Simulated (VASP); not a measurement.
Write the native input for VASP 6.6.1 that does the following.

- Task: single point
- Functional: PBE
- Dispersion: D3(BJ)
- Potentials or basis: VASP PAW PBE potentials, release 64 (H_h, O_h, C_h)
- Cutoff: 1000 eV
- k mesh: 1 × 1 × 1
- Occupations: fermi-dirac, width 0.02 eV
- Spin: no spin polarisation
- Dipole correction: no
- Further INCAR settings: LREAL = Auto; ALGO = Normal; EDIFF = 1e-06; NBANDS = 66

The structure of H4CO lies in POSCAR:

```
H4CO
1.0
    7.5874210000      0.0000000000      0.0000000000
    0.0000000000      7.5874210000      0.0000000000
    0.0000000000      0.0000000000      7.5874210000
H O C
24 6 6
Direct
    0.6539903348      0.2705662438      0.2626979576
    0.5937854246      0.2207205848      0.3161153177
    0.1918702020      0.5530996632      0.7254507164
    0.1748551978      0.5685462821      0.6244282478
    0.1769639513      0.3431732601      0.4917349387
    0.2462233215      0.3421057036      0.4281164838
    0.8234682114      0.6410873998      0.3872330269
    0.7664923299      0.7105181062      0.4108115261
    0.6251794912      0.9525107411      0.3377432200
    0.5432939598      0.9378680846      0.2834428194
    0.2578478247      0.8681474245      0.5302065089
    0.1790595250      0.8528853216      0.4690131205
    0.6806528859      0.7053384806      0.8889318255
    0.6592885778      0.9564382944      0.8958775320
    1.0143235758      0.1545189070      0.6010869833
    0.9210244166      0.0551570817      0.3876152384
    0.0146294769      0.2956735892      0.8524108521
   -0.1497083133      0.1507626900      0.9722144059
    0.1054376711      0.5985169401      0.2844576570
    0.1202384842      0.7531676442      0.0829530877
    0.5452181973      0.5723683976      0.6437497010
    0.5292839293      0.3187907986      0.5840851588
    0.3756217033      0.2158836316      1.0253945313
    0.3248930038     -0.0241847658      1.0075887446
    0.8385721578      0.8441076355      1.0576979978
    0.7723968395      0.0452459406      0.6034593309
   -0.0578457423      0.3769528539      1.0895665339
    0.3520563838      0.6705835883      0.1974056797
    0.6292783806      0.3988838895      0.8097217750
    0.3411172255      0.1237706462      0.7835995920
    0.7296945827      0.8331816569      0.9397396032
    0.9049978906      0.0933650578      0.5283745294
   -0.0603498870      0.2691032961      0.9741913623
    0.1944402452      0.6780828426      0.1880612661
    0.5602035263      0.4306865271      0.6680662639
    0.3453874512      0.1057144450      0.9416770204
```

These files were run (other wordings do the same):

INCAR

```
SYSTEM = H4CO
ALGO = Normal
EDIFF = 1E-6
ENCUT = 1000
GGA = PE
GGA_COMPAT = .FALSE.
ISIF = 2
ISMEAR = -1
IVDW = 12
LASPH = .TRUE.
LCHARG = .FALSE.
LREAL = Auto
LWAVE = .FALSE.
NBANDS = 66
NELM = 120
PREC = Accurate
SIGMA = 0.02
```

KPOINTS

```
k-points
0
G
  1 1 1
  0 0 0
```

Potentials or basis: VASP PAW PBE potentials, release 64 (H_h, O_h, C_h).

Command:

```bash
$ cat potpaw_PBE.64/H_h/POTCAR potpaw_PBE.64/O_h/POTCAR potpaw_PBE.64/C_h/POTCAR > POTCAR
$ mpirun -np 1 vasp_gam > vasp.out
```

It gave:

The pressure is 1.1 GPa. The largest force is 1.932 eV/Å. The band gap on the k mesh is 2.87 eV and the dispersion energy per atom is -0.036 eV.

Caveat: the k points lie up to 0.83 Å⁻¹ apart.

Wall time 2.3 min on 1 thread of Intel(R) Xeon(R) Platinum 8488C (Sapphire Rapids), on a shared host, peak memory 0.89 GiB.
